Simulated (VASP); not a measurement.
Wanted: the native input for a VASP 6.6.1 run.

```
Task                   : single point
Functional             : PBE
Potentials or basis    : VASP PAW PBE potentials, release 64 (Mg, Cd, Se)
Cutoff                 : 520 eV
k mesh                 : 4 × 4 × 1
Occupations            : gaussian, width 0.1 eV
Spin                   : no spin polarisation
Dipole correction      : no
Further INCAR settings : ALGO = Normal; EDIFF = 1e-06; NBANDS = 41
```

The structure of Mg5CdSe6 lies in POSCAR:

```
Mg5CdSe6
1.0
    4.2700588000      0.0000000000      0.0000000000
    0.0000000000      4.2700588000      0.0000000000
    0.0000000000      0.0000000000     18.0273042000
Mg Cd Se
5 1 6
Direct
    0.0000000000      0.0000000000      0.6645890000
    0.5000000000      0.5000000000      0.8292230000
    0.5000000000      0.5000000000      0.1707770000
    0.0000000000      0.0000000000      0.3354110000
    0.5000000000      0.5000000000      0.5000000000
    0.0000000000      0.0000000000      0.0000000000
    0.5000000000      0.0000000000      0.7469050000
    0.0000000000      0.5000000000      0.9108540000
    0.5000000000      0.0000000000      0.0891460000
    0.0000000000      0.5000000000      0.2530950000
    0.5000000000      0.0000000000      0.4177070000
    0.0000000000      0.5000000000      0.5822930000
```

One way to write it, as run:

INCAR

```
SYSTEM = Mg5CdSe6
PREC = Accurate
ENCUT = 520
EDIFF = 1E-6
ISMEAR = 0
SIGMA = 0.1
LREAL = .FALSE.
LASPH = .TRUE.
NELM = 60
ALGO = Normal
ISIF = 2
LWAVE = .FALSE.
LCHARG = .FALSE.
GGA = PE
NBANDS = 41
```

KPOINTS

```
Automatic mesh
0
G
  4 4 1
  0 0 0
```

Potentials or basis: VASP PAW PBE potentials, release 64 (Mg, Cd, Se).

The run is started by

```bash
$ cat potpaw_PBE.64/Mg/POTCAR potpaw_PBE.64/Cd/POTCAR potpaw_PBE.64/Se/POTCAR > POTCAR
$ mpirun -np 1 vasp_std > vasp.out
```

It gave:

- Pressure: 0.0 GPa
- Largest force: 0.045 eV/Å
- Band gap on the k mesh: 1.99 eV

Run time: 2.5 min on 1 thread of Intel(R) Xeon(R) Platinum 8488C (Sapphire Rapids), with other jobs on the host, peak memory 0.4 GiB.
